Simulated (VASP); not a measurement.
# ZnSn2N2 (P6/mmm) in VASP: a series of runs, part 2 of 2

VASP 6.6.1. Earlier steps stand in the parts before.

**3. Single point, PBE**

This run uses another cell than the first one, of 20.00 Å³/atom.

File INCAR:

```
PREC = Accurate ; ENCUT = 520
EDIFF = 1E-6 ; ISMEAR = 0
SIGMA = 0.1 ; LREAL = False
LASPH = True ; NELM = 60
ALGO = Normal ; ISIF = 2
LWAVE = False ; LCHARG = True
GGA = PE ; LELF = True
LVHAR = True ; NBANDS = 33
```

File KPOINTS:

```
regular mesh
0
Gamma
  6 6 4
```

File POSCAR:

```
ZnSn2N2
1.0
    4.2894403500      0.0000000000      0.0000000000
   -2.1447201700      3.7147643100      0.0000000000
    0.0000000000      0.0000000000      6.2751781600
Zn Sn N
1 2 2
Direct
    0.0000000000      0.0000000000      0.0000000000
    0.3333333300      0.6666666700      0.5000000000
    0.6666666700      0.3333333300      0.5000000000
    0.3333333300      0.6666666700      0.0000000000
    0.6666666700      0.3333333300      0.0000000000
```

Potentials or basis: VASP PAW PBE potentials, release 64 (Zn, Sn_d, N).

Run with:

```sh
cat potpaw_PBE.64/Zn/POTCAR potpaw_PBE.64/Sn_d/POTCAR potpaw_PBE.64/N/POTCAR > POTCAR
mpirun -np 1 vasp_std > vasp.out
```

Wall time 1.7 min (1 thread of Intel Xeon 8259CL, shared host); peak memory 0.25 GiB.

It converged, with:

- Free energy: -15.9339 eV
- Pressure: 2.4 GPa
- Band gap on the k mesh: zero (bands 25 and 26 overlap by 0.61 eV)

Stress tensor (GPa, compression positive):
```
 11.30   0.00   0.00
  0.00  11.30   0.00
  0.00   0.00 -15.50
```

Levels at points of the mesh, in eV from the Fermi level:
| k point | band 23 | band 24 | band 25 | band 26 | band 27 | band 28 |
| --- | --- | --- | --- | --- | --- | --- |
| (0.00, 0.00, 0.00) | -0.80 | -0.23 | -0.23 | 0.06 | 0.55 | 0.65 |
| (0.50, 0.00, 0.00) | -2.47 | -1.55 | 0.40 | 0.88 | 1.60 | 1.84 |
| (0.00, 0.00, 0.50) | -1.04 | -1.04 | -0.61 | -0.19 | -0.19 | 1.58 |
| (0.50, 0.00, 0.50) | -0.94 | -0.55 | -0.53 | 0.59 | 0.73 | 1.56 |

Caveat: the stress differs along the axes, from -15 to 11 GPa; spin-orbit coupling is left out, which moves the levels of the heavy elements.

**4. Single point, PBE**

This run uses another cell than the first one, of the same volume but with other edges.

File INCAR:

```
SYSTEM = ZnSn2N2
PREC = Accurate ; ENCUT = 520
EDIFF = 1E-6 ; ISMEAR = 0
SIGMA = 0.1 ; LREAL = .False.
LASPH = .True. ; NELM = 60
ALGO = Normal ; ISIF = 2
LWAVE = .False. ; LCHARG = .False.
GGA = PE ; NBANDS = 33
```

File KPOINTS:

```
Automatic mesh
0
Gamma
  12 12 8
  0 0 0
```

File POSCAR:

```
ZnSn2N2
1.0
    4.6555801494      0.0000000000      0.0000000000
   -2.3277900747      4.0318506787      0.0000000000
    0.0000000000      0.0000000000      4.6241626603
Zn Sn N
1 2 2
Direct
    0.0000000000      0.0000000000      0.0000000000
    0.3333333333      0.6666666667      0.5000000000
    0.6666666667      0.3333333333      0.5000000000
    0.3333333333      0.6666666667      0.0000000000
    0.6666666667      0.3333333333      0.0000000000
```

Run with:

```sh
cat potpaw_PBE.64/Zn/POTCAR potpaw_PBE.64/Sn_d/POTCAR potpaw_PBE.64/N/POTCAR > POTCAR
mpirun -np 1 vasp_std > vasp.out
```

It took 7.3 min on 1 thread of Intel Xeon 8259CL, shared host; peak memory 0.39 GiB.

Results (log left out):

```
Free energy            : -18.8279 eV
Pressure               : 0.0 GPa
Band gap on the k mesh : zero (bands 25 and 26 overlap by 1.02 eV)
```

Stress tensor (GPa, compression positive):
```
-0.07  0.00  0.00
 0.00 -0.07  0.00
 0.00  0.00  0.12
```

Levels at points of the mesh, in eV from the Fermi level:
| k point | band 23 | band 24 | band 25 | band 26 | band 27 | band 28 |
| --- | --- | --- | --- | --- | --- | --- |
| (0.00, 0.00, 0.00) | -1.19 | -1.19 | -0.59 | 0.60 | 0.93 | 0.93 |
| (0.50, 0.00, 0.00) | -3.15 | -0.43 | -0.12 | 0.46 | 0.93 | 3.45 |
| (0.00, 0.00, 0.50) | -0.76 | -0.76 | -0.63 | -0.63 | -0.04 | 3.13 |
| (0.50, 0.00, 0.50) | -1.40 | -0.50 | 0.39 | 0.62 | 1.84 | 2.31 |

Caveat: spin-orbit coupling is left out, which moves the levels of the heavy elements.

**5. Relaxation of cell and atoms, PBE**

This run uses another cell than the first one, of 20.00 Å³/atom.

File INCAR:

```
PREC     = Accurate       # precision mode
ENCUT    = 600            # plane-wave cutoff, eV
EDIFF    = 1E-6           # SCF threshold, eV
ISMEAR   = 0              # smearing method
SIGMA    = 0.1            # smearing width, eV
LREAL    = F              # projectors in reciprocal space
LASPH    = T              # aspherical terms in the spheres
NELM     = 80             # most SCF steps
ALGO     = Normal         # electronic algorithm
ISIF     = 3              # what is computed and relaxed
LWAVE    = F              # write WAVECAR
LCHARG   = F              # write CHGCAR
GGA      = PE             # functional
IBRION   = 2              # ionic algorithm
NSW      = 90             # ionic steps
EDIFFG   = -0.04          # ionic threshold
```

File KPOINTS:

```
Automatic mesh
0
Gamma
  6 6 4
```

File POSCAR:

```
ZnSn2N2
1.0
    4.2894403500      0.0000000000      0.0000000000
   -2.1447201700      3.7147643100      0.0000000000
    0.0000000000      0.0000000000      6.2751781600
Zn Sn N
1 2 2
Direct
    0.0000000000      0.0000000000      0.0000000000
    0.3333333300      0.6666666700      0.5000000000
    0.6666666700      0.3333333300      0.5000000000
    0.3333333300      0.6666666700      0.0000000000
    0.6666666700      0.3333333300      0.0000000000
```

Run with:

```sh
cat potpaw_PBE.64/Zn/POTCAR potpaw_PBE.64/Sn_d/POTCAR potpaw_PBE.64/N/POTCAR > POTCAR
mpirun -np 1 vasp_std > vasp.out
```

Run time: 17 min. Hardware: 1 thread of Intel Xeon 8259CL, shared host; peak memory 0.3 GiB.

The run converged. Its results:

* Free energy: -18.8736 eV
* Relaxed volume: 17.30 Å³/atom
* Relaxed cell: a = 4.689 Å, b = 4.689 Å, c = 4.543 Å, α = 90.00°, β = 90.00°, γ = 120.00°
* Space group after relaxing (to 0.1 Å): P6/mmm (No. 191)
* Energy gained by relaxing: 587.5 meV/atom
* Ionic steps: 13
* Pressure after relaxing: 0.2 GPa
* Band gap on the k mesh: zero (bands 25 and 26 overlap by 1.15 eV)

Stress tensor (GPa, compression positive):
```
0.28 0.00 0.00
0.00 0.28 0.00
0.00 0.00 0.10
```

The path:
```tsv
step	energy change (eV)	largest force (eV/Å)	pressure (GPa)	volume (Å³)
1	0.0000	0.0000	2.33	99.99
2	-1.4545	0.0000	-6.62	103.35
3	-2.0136	0.0000	-9.38	104.61
4	-2.1655	0.0000	-9.96	104.84
5	-2.8280	0.0000	1.30	88.18
6	-2.8780	0.0000	-2.37	91.06
7	-2.8782	0.0000	-2.09	90.79
8	-2.9272	0.0000	-1.47	88.82
9	-2.9337	0.0000	-1.04	88.06
10	-2.9352	0.0000	0.03	86.53
11	-2.9363	0.0000	-0.50	87.19
12	-2.9363	0.0000	-0.44	87.12
13	-2.9373	0.0000	0.22	86.52
```

Final structure:
```yaml
crystal:
  lattice:
    - [4.68943, 0.00000, 0.00000]
    - [-2.34471, 4.06116, 0.00000]
    - [0.00000, 0.00000, 4.54296]
  atoms:
    - { symbol: Zn, position: [0.00000, 0.00000, 0.00000] }
    - { symbol: Sn, position: [0.33333, 0.66667, 0.50000] }
    - { symbol: Sn, position: [0.66667, 0.33333, 0.50000] }
    - { symbol: N, position: [0.33333, 0.66667, 0.00000] }
    - { symbol: N, position: [0.66667, 0.33333, 0.00000] }
```

Levels at points of the mesh, in eV from the Fermi level:
```tsv
k point	band 23	band 24	band 25	band 26	band 27	band 28
(0.00, 0.00, 0.00)	-1.38	-1.38	-0.76	0.49	0.95	0.95
(0.50, 0.00, 0.00)	-3.16	-0.61	-0.07	0.26	0.77	3.47
(0.00, 0.00, 0.50)	-0.89	-0.89	-0.77	-0.77	-0.03	2.96
(0.50, 0.00, 0.50)	-1.59	-0.65	0.39	0.45	1.66	2.34
```

Caveat: a cell axis changed by over 15 % at a fixed basis, so the end point is rough; spin-orbit coupling is left out, which moves the levels of the heavy elements.

**6. Relaxation of cell and atoms, PBE**

File INCAR:

```
PREC = Accurate
ENCUT = 600
EDIFF = 1E-7
ISMEAR = 0
SIGMA = 0.1
LREAL = F
LASPH = T
NELM = 100
ALGO = Normal
ISIF = 3
LWAVE = F
LCHARG = F
GGA = PE
IBRION = 2
NSW = 100
EDIFFG = -0.01
```

File KPOINTS:

```
Automatic mesh
0
Gamma
  12 12 8
```

File POSCAR:

```
ZnSn2N2
1.0
    4.7068139757      0.0000000000      0.0000000000
   -2.3534069879      4.0762204738      0.0000000000
    0.0000000000      0.0000000000      4.5216414052
Zn Sn N
1 2 2
Direct
    0.0000000000      0.0000000000      0.0000000000
    0.3333333333      0.6666666667      0.5000000000
    0.6666666667      0.3333333333      0.5000000000
    0.3333333333      0.6666666667      0.0000000000
    0.6666666667      0.3333333333      0.0000000000
```

Potentials or basis: VASP PAW PBE potentials, release 64 (Zn, Sn_d, N).

Run with:

```sh
cat potpaw_PBE.64/Zn/POTCAR potpaw_PBE.64/Sn_d/POTCAR potpaw_PBE.64/N/POTCAR > POTCAR
mpirun -np 1 vasp_std > vasp.out
```

Wall time 29 min (1 thread of Intel Xeon 8259CL, shared host); peak memory 0.46 GiB.

The run converged. Its results:

```
Free energy                           : -18.8306 eV
Relaxed volume                        : 17.35 Å³/atom
Relaxed cell                          : a = 4.652 Å, b = 4.652 Å, c = 4.627 Å, α = 90.00°, β = 90.00°, γ = 120.00°
Space group after relaxing (to 0.1 Å) : P6/mmm (No. 191)
Energy gained by relaxing             : 5.0 meV/atom
Ionic steps                           : 7
Pressure after relaxing               : 0.0 GPa
Band gap on the k mesh                : zero (bands 25 and 26 overlap by 1.01 eV)
```

The path:
```
step  energy change (eV)  largest force (eV/Å)  pressure (GPa)  volume (Å³)
   1              0.0000                0.0000            0.60        86.75
   2             -0.0191                0.0000           -0.53        87.56
   3             -0.0205                0.0000           -0.91        87.86
   4             -0.0248                0.0000           -0.04        86.74
   5             -0.0248                0.0000           -0.06        86.78
   6             -0.0248                0.0000           -0.08        86.80
   7             -0.0248                0.0000            0.00        86.74
```

Final structure:
```
Zn Sn N
1.0
     4.65246    0.00000    0.00000
    -2.32623    4.02915    0.00000
     0.00000    0.00000    4.62713
Zn Sn N
1 2 2
Direct
  0.00000 0.00000 0.00000
  0.33333 0.66667 0.50000
  0.66667 0.33333 0.50000
  0.33333 0.66667 0.00000
  0.66667 0.33333 0.00000
```

Levels at points of the mesh, in eV from the Fermi level:
```
           k point  band 23  band 24  band 25  band 26  band 27  band 28
(0.00, 0.00, 0.00)    -1.19    -1.19    -0.58     0.61     0.93     0.93
(0.50, 0.00, 0.00)    -3.16    -0.43    -0.13     0.47     0.94     3.44
(0.00, 0.00, 0.50)    -0.76    -0.76    -0.63    -0.63    -0.04     3.13
(0.50, 0.00, 0.50)    -1.40    -0.50     0.38     0.63     1.84     2.31
```

Caveat: spin-orbit coupling is left out, which moves the levels of the heavy elements.

**7. Summary**

```tsv
task	cell	k mesh	cutoff (eV)	gap on the mesh (eV)	pressure (GPa)	relaxed volume (Å³/atom)
single point	a = 4.707, b = 4.707, c = 4.522 Å, angles 90.0, 90.0, 120.0°, 5 atoms	6 × 6 × 4	520	none	0.1	-
single point	a = 4.289, b = 4.289, c = 6.275 Å, angles 90.0, 90.0, 120.0°, 5 atoms	6 × 6 × 4	520	none	2.4	-
single point	a = 4.656, b = 4.656, c = 4.624 Å, angles 90.0, 90.0, 120.0°, 5 atoms	12 × 12 × 8	520	none	0.0	-
relaxation of cell and atoms	relaxed from a = 4.289, b = 4.289, c = 6.275 Å, angles 90.0, 90.0, 120.0°, 5 atoms	6 × 6 × 4	600	none	0.2	17.30
relaxation of cell and atoms	relaxed from a = 4.707, b = 4.707, c = 4.522 Å, angles 90.0, 90.0, 120.0°, 5 atoms	12 × 12 × 8	600	none	0.0	17.35
```

Alike in all rows: level PBE; potentials or basis VASP PAW PBE potentials, release 64 (Zn, Sn_d, N); no spin polarisation; smearing gaussian 0.1 eV.

Caveats: spin-orbit coupling is left out, which moves the levels of the heavy elements; the stress differs along the axes, from -15 to 11 GPa (at least some runs); a cell axis changed by over 15 % at a fixed basis, so the end point is rough (at least some runs).

Absolute energies hang on the potentials; compare differences alone.
